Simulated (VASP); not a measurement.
# KF (Carobbiite) (Fm-3m) in VASP: a series of runs, part 2 of 3

VASP 6.6.1. Earlier steps stand in the parts before.

## (4) Single point, PBE

This run uses another cell than the first one, of 19.07 Å³/atom, 1.064 times its volume.

INCAR

```
  PREC = Accurate
  ENCUT = 600
  EDIFF = 1E-6
  ISMEAR = 0
  SIGMA = 0.01
  LREAL = F
  LASPH = T
  NELM = 120
  ALGO = Normal
  ISIF = 2
  LWAVE = F
  LCHARG = F
  GGA = PE
  NBANDS = 15
  GGA_COMPAT = F
```

KPOINTS

```
Automatic mesh
0
Gamma
  6 6 6
```

POSCAR

```
KF
1.0
    0.0000000000      2.6718500000      2.6718500000
    2.6718500000      0.0000000000      2.6718500000
    2.6718500000      2.6718500000      0.0000000000
K F
1 1
Direct
    0.0000000000      0.0000000000      0.0000000000
    0.5000000000      0.5000000000      0.5000000000
```

Potentials or basis: VASP PAW PBE potentials, release 64 (K_sv, F).

Run with:

```bash
$ cat potpaw_PBE.64/K_sv/POTCAR potpaw_PBE.64/F/POTCAR > POTCAR
$ mpirun -np 1 vasp_std > vasp.out
```

OUTCAR:

```text
PREC = Accurate
   ENCUT = 600
   EDIFF = 1E-6
   ISMEAR = 0
   LREAL = F
   LASPH = T
   NELM = 120
   ISIF = 2
   GGA = PE

 ion  position               nearest neighbor table
   1  0.000  0.000  0.000-   2 2.67   2 2.67   2 2.67   2 2.67   2 2.67   2 2.67
   2  0.500  0.500  0.500-   1 2.67   1 2.67   1 2.67   1 2.67   1 2.67   1 2.67

  LATTYP: Found a face centered cubic cell.
 ALAT       =     5.3437000000

  Lattice vectors:

 A1 = (   0.0000000000,   2.6718500000,   2.6718500000)
 A2 = (   2.6718500000,   0.0000000000,   2.6718500000)
 A3 = (   2.6718500000,   2.6718500000,   0.0000000000)

Analysis of symmetry for initial positions (statically):
=====================================================================
 Subroutine PRICEL returns:
 Original cell was already a primitive cell.

 Routine SETGRP: Setting up the symmetry group for a
 face centered cubic supercell.

 Subroutine GETGRP returns: Found 48 space group operations
 (whereof 48 operations were pure point group operations)
 out of a pool of 48 trial point group operations.

The static configuration has the point symmetry O_h .

Analysis of symmetry for dynamics (positions and initial velocities):
=====================================================================
 Subroutine PRICEL returns:
 Original cell was already a primitive cell.

 Routine SETGRP: Setting up the symmetry group for a
 face centered cubic supercell.

 Subroutine GETGRP returns: Found 48 space group operations
 (whereof 48 operations were pure point group operations)
 out of a pool of 48 trial point group operations.

The dynamic configuration has the point symmetry O_h .

 Subroutine INISYM returns: Found 48 space group operations
 (whereof 48 operations are pure point group operations),
 and found     1 'primitive' translations

----------------------------------------------------------------------------------------

                                     Primitive cell

  volume of cell :      38.1475

  direct lattice vectors                    reciprocal lattice vectors
     0.000000000  2.671850000  2.671850000    -0.187136254  0.187136254  0.187136254
     2.671850000  0.000000000  2.671850000     0.187136254 -0.187136254  0.187136254
     2.671850000  2.671850000  0.000000000     0.187136254  0.187136254 -0.187136254

  length of vectors
     3.778566507  3.778566507  3.778566507     0.324129500  0.324129500  0.324129500

  position of ions in fractional coordinates (direct lattice)
     0.000000000  0.000000000  0.000000000
     0.500000000  0.500000000  0.500000000

  ion indices of the primitive-cell ions
   primitive index   ion index
                 1           1
                 2           2

----------------------------------------------------------------------------------------

 KPOINTS: Automatic mesh

Automatic generation of k-mesh.
 Grid dimensions read from file:
 generate k-points for:    6    6    6

 Generating k-lattice:

  Cartesian coordinates                     Fractional coordinates (reciprocal lattice)
[... 21 lines left out ...]
  0.166667  0.166667  0.000000      6.000000
  0.333333  0.166667  0.000000     24.000000
[... 8 lines left out ...]
 -0.333333  0.333333  0.166667     24.000000
 -0.333333  0.500000  0.166667     12.000000
   k-points           NKPTS =     16   k-points in BZ     NKDIM =     16   number of bands    NBANDS=     15
   number of dos      NEDOS =    301   number of ions     NIONS =      2
   total plane-waves  NPLWV =  27000
   dimension x,y,z NGX =    30 NGY =   30 NGZ =   30
   dimension x,y,z NGXF=    60 NGYF=   60 NGZF=   60
   ions per type =               1   1
   NGX,Y,Z   is equivalent  to a cutoff of  13.20, 13.20, 13.20 a.u.
   NGXF,Y,Z  is equivalent  to a cutoff of  26.40, 26.40, 26.40 a.u.
 SYSTEM =  unknown system
   PREC   = accura    normal or accurate (medium, high low for compatibility)
   ISTART =      0    job   : 0-new  1-cont  2-samecut
   ICHARG =      2    charge: 1-file 2-atom 10-const
   ISPIN  =      1    spin polarized calculation?
   LNONCOLLINEAR =      F non collinear calculations
   LSORBIT =      F    spin-orbit coupling
   LASPH  =      T    aspherical Exc in radial PAW
   ENCUT  =  600.0 eV  44.10 Ry    6.64 a.u.   7.55  7.55  7.55*2*pi/ulx,y,z
   NELM   =    120;   NELMIN=  2; NELMDL= -5     # of ELM steps
   EDIFF  = 0.1E-05   stopping-criterion for ELM
   LREAL  =      F    real-space projection
   EDIFFG = 0.1E-04   stopping-criterion for IOM
   NSW    =      0    number of steps for IOM
   IBRION =     -1    ionic relax: 0-MD 1-quasi-New 2-CG
   NFREE  =      0    steps in history (QN), initial steepest desc. (CG)
   ISIF   =      2    stress and relaxation
   ISYM   =      2    0-nonsym 1-usesym 2-fastsym
   POTIM  = 0.5000    time-step for ionic-motion
   TEBEG  =    0.0;   TEEND  =   0.0 temperature during run
   PSTRESS=    0.0 pullay stress
   NELECT =      16.0000    total number of electrons
   NUPDOWN=      -1.0000    fix difference up-down
   EMIN   =  10.00;   EMAX   =-10.00  energy-range for DOS
   EFERMI =   0.00;   METHOD = LEGACY
   ISMEAR =     0;   SIGMA  =   0.01  broadening in eV -4-tet -1-fermi 0-gaus
   EFERMI_NEDOS =   21; number of points for ismear=-14 and -15
   IALGO  =     38    algorithm
   IMIX   =      4    mixing-type and parameters
     AMIX     =   0.40;   BMIX     =  1.00
     AMIX_MAG =   1.60;   BMIX_MAG =  1.00
  volume/ion in A,a.u.               =      19.07       128.72
  Fermi-wavevector in a.u.,A,eV,Ry     =   1.225442  2.315750 20.431978  1.501708
  Thomas-Fermi vector in A             =   2.360480
   LORBIT       =      0    0 simple, 1 ext, 2 COOP (PROOUT), +10 PAW based schemes
   GGA     = PE    functional components
   LHFCALC =     F    Hartree Fock is set to
   AEXX    =    0.0000 exact exchange contribution
   IVDW    =     0    specifies the selected vdW correction
   LEPSILON=     F    determine dielectric tensor
   LRPA    =     F    only Hartree local field effects (RPA)
 non-spin polarized calculation
 Gauss-broadening in eV      SIGMA  =   0.01
  energy-cutoff  :      600.00
  volume of cell :       38.15
 maximum number of plane-waves:      1303
   NGX = 15   NGY = 15   NGZ = 15

 number of electron      15.9999997 magnetization

 Free energy of the ion-electron system (eV)
  ---------------------------------------------------
  ext. energy  EPLUGINS =         0.00000000
  ---------------------------------------------------
  free energy    TOTEN  =        -8.29199047 eV

  energy without entropy =       -8.29199047  energy(sigma->0) =       -8.29199047

 E-fermi :  -2.7407     XC(G=0):  -8.4036

 val. band max:       -2.8064118986   @ k =   0.0000   0.0000   0.0000
 cond. band min:       3.3607949837   @ k =   0.0000   0.0000   0.0000
 fundamental gap:      6.1672068823
 Fermi energy:        -2.7406864742

 k-point     1 :       0.0000    0.0000    0.0000
  band No.  band energies     occupation
      1     -28.9422      2.00000
      2     -21.4636      2.00000
      3     -12.1931      2.00000
      4     -12.1931      2.00000
      5     -12.1931      2.00000
      6      -2.8064      2.00000
      7      -2.8064      2.00000
      8      -2.8064      2.00000
      9       3.3608      0.00000
     10       7.8746      0.00000
     11       7.8746      0.00000
     12       7.8746      0.00000
     13       9.5465      0.00000
     14       9.5465      0.00000
[... 257 lines left out ...]
      2     -21.4982      2.00000
      3     -12.6648      2.00000
      4     -12.4917      2.00000
      5     -12.3117      2.00000
      6      -3.1253      2.00000
      7      -3.0015      2.00000
      8      -2.9263      2.00000
      9       6.1377      0.00000
     10       7.8166      0.00000
     11       8.1365      0.00000
     12      10.7177      0.00000
     13      11.4298      0.00000
     14      12.2569      0.00000
     15      12.5203      0.00000

------------------------ aborting loop because EDIFF is reached ----------------------------------------

  FORCE on cell =-STRESS in cart. coord.  units (eV):
  Direction    XX          YY          ZZ          XY          YZ          ZX
  --------------------------------------------------------------------------------------
  -------------------------------------------------------------------------------------
  Total        0.3304736      0.3304736      0.3304736      0.0000000      0.0000000      0.0000000
  in kB       13.8797323     13.8797323     13.8797323      0.0000000      0.0000000      0.0000000
  external PRESSURE =      13.8797323 kB  Pullay stress =       0.0000000 kB

 VOLUME and BASIS-vectors are now :
 -----------------------------------------------------------------------------
  energy-cutoff  :      600.00
  volume of cell :       38.15
      direct lattice vectors                 reciprocal lattice vectors
     0.000000000  2.671850000  2.671850000    -0.187136254  0.187136254  0.187136254
     2.671850000  0.000000000  2.671850000     0.187136254 -0.187136254  0.187136254
     2.671850000  2.671850000  0.000000000     0.187136254  0.187136254 -0.187136254

 POSITION                                       TOTAL-FORCE (eV/Angst)
 -----------------------------------------------------------------------------------
      0.00000      0.00000      0.00000        -0.000000      0.000000     -0.000000
      2.67185      2.67185      2.67185         0.000000     -0.000000      0.000000
 -----------------------------------------------------------------------------------
    total drift:                                0.000000      0.000000      0.000000

  FREE ENERGIE OF THE ION-ELECTRON SYSTEM (eV)
  ---------------------------------------------------
  free  energy   TOTEN  =        -8.2919904651 eV

  energy  without entropy=       -8.2919904651  energy(sigma->0) =       -8.29199047
```

Run time: 11 s. Hardware: 1 thread of AMD EPYC 7R13 (Zen 3), shared host; peak memory 0.14 GiB.

What came out:

```yaml
Free_energy: -8.2920 eV
Pressure: 1.4 GPa
Band_gap_on_the_k_mesh: 6.17 eV, direct
```

Levels at points of the mesh, in eV from the valence-band top:
```tsv
k point	band 6	band 7	band 8	band 9	band 10	band 11
(0.00, 0.00, 0.00)	0.00	0.00	0.00	6.17	10.68	10.68
(0.50, 0.00, 0.00)	-0.79	-0.35	-0.35	9.07	10.61	12.07
(0.50, 0.50, 0.00)	-0.21	-0.06	-0.06	8.20	10.30	11.81
```

(Continued in part 3 of 3.)
